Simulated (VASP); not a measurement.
Write the native input for VASP 6.6.1 that does the following.

| Quantity | Value |
| --- | --- |
| Task | single point |
| Functional | PBE |
| Potentials or basis | VASP PAW PBE potentials, release 64 (Cu) |
| Cutoff | 520 eV |
| k mesh | 24 × 24 × 24 |
| Occupations | gaussian, width 0.15 eV |
| Spin | no spin polarisation |
| Dipole correction | no |
| Further INCAR settings | ALGO = Fast; EDIFF = 1e-06; NBANDS = 12 |

The structure of Cu lies in POSCAR:

```
Cu
1.0
   -1.5336750413      1.5336750413      1.2752507968
    1.5336750413     -1.5336750413      1.2752507968
    1.5336750413      1.5336750413     -1.2752507968
Cu
1
Direct
    0.0000000000      0.0000000000      0.0000000000
```

These files were run (other wordings do the same):

INCAR

```
PREC = Accurate ; ENCUT = 520
EDIFF = 1E-6 ; ISMEAR = 0
SIGMA = 0.15 ; LREAL = False
LASPH = True ; NELM = 80
ALGO = Fast ; ISIF = 2
LWAVE = False ; LCHARG = False
GGA = PE ; NBANDS = 12
```

KPOINTS

```
regular mesh
0
Gamma
  24 24 24
```

Potentials or basis: VASP PAW PBE potentials, release 64 (Cu).

Launch:

```console
$ cat potpaw_PBE.64/Cu/POTCAR > POTCAR
$ mpirun -np 1 vasp_std > vasp.out
```

It gave:

```json
{
  "Pressure": "1.9 GPa",
  "Band gap on the k mesh": "zero (an odd number of electrons rules out a gap without spin polarisation)"
}
```

Caveat: the stress differs along the axes, from -0 to 6 GPa.

Run time: 2.5 min on 1 thread of Intel(R) Xeon(R) Platinum 8488C (Sapphire Rapids) (shared host), peak memory 0.26 GiB.
